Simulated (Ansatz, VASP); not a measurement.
**One calculation of LaO4, two programs**

The input INCAR:

```
SYSTEM = LaO4
PREC = Accurate ; ENCUT = 600
EDIFF = 1E-6 ; ISMEAR = 0
SIGMA = 0.1 ; LREAL = .False.
LASPH = .True. ; NELM = 60
ALGO = Normal ; ISIF = 3
LWAVE = .False. ; LCHARG = .False.
GGA = PE ; IBRION = 2
NSW = 90 ; EDIFFG = -0.04
```

The input KPOINTS:

```
Automatic mesh
0
Gamma
  6 6 4
  0 0 0
```

File POSCAR:

```
LaO4
1.0
    4.1158550500      0.0000000000      0.0000000000
   -2.0579275300      3.5644350300      0.0000000000
    0.0000000000      0.0000000000      4.8176850300
La O
1 4
Direct
    0.0000000000      0.0000000000      0.5000000000
    0.3333333300      0.6666666700      0.1938678200
    0.3333333300      0.6666666700      0.8061321800
    0.6666666700      0.3333333300      0.8061321800
    0.6666666700      0.3333333300      0.1938678200
```

Input for Ansatz:

```yaml
crystal:
  lattice:
    - [4.11585505, 0.0, 0.0]
    - [-2.05792753, 3.56443503, 0.0]
    - [0.0, 0.0, 4.81768503]
  atoms:
    - { symbol: La, position: [0.0, 0.0, 0.5] }
    - { symbol: O, position: [0.33333333, 0.66666667, 0.19386782] }
    - { symbol: O, position: [0.33333333, 0.66666667, 0.80613218] }
    - { symbol: O, position: [0.66666667, 0.33333333, 0.80613218] }
    - { symbol: O, position: [0.66666667, 0.33333333, 0.19386782] }
basis:
  ecutwfc: 420
kpoints:
  mp_grid: { grid: [6, 6, 4] }
hamiltonian:
  xc: pbe
scf:
  occupations: { method: gaussian, width: 0.1 }
  lower_state_search: "off"
output:
  forces: true
  stress: true
  eigenvalues: true
relax:
  adjacent_minimum: "off"
  f_tol: 0.04
  max_steps: 70
  cell: { stress_tol: 0.4 }
```

Alike in both runs: task relaxation of cell and atoms; functional PBE; k mesh 6 × 6 × 4; occupations gaussian, width 0.1 eV; no spin polarisation.

```csv
,VASP,Ansatz
version,VASP 6.6.1,Ansatz 0.2.0
potentials or method,"VASP PAW PBE potentials, release 64 (La, O), cutoff 600 eV","scalar-relativistic, plane waves, PAW"
valence electrons in the cell,35,35
```

Ansatz gave:

```
gap on the k mesh at the Fermi level, each at its own relaxed structure (eV) : none
relaxed volume (Å³/atom)                                                     : 11.91
relaxed cell length with the largest relative difference (Å)                 : 3.848
```

Q: Estimate VASP's values.

A: gap on the k mesh at the Fermi level, each at its own relaxed structure (eV): none; relaxed volume (Å³/atom): 11.90; relaxed cell length with the largest relative difference (Å): 3.851.

A gap of «none» marks a metal or a gap that the smearing closes.

Spin-orbit coupling is off throughout. Noted on VASP's run: the volume moved by over 15 % at a fixed basis, so the end points are rough.
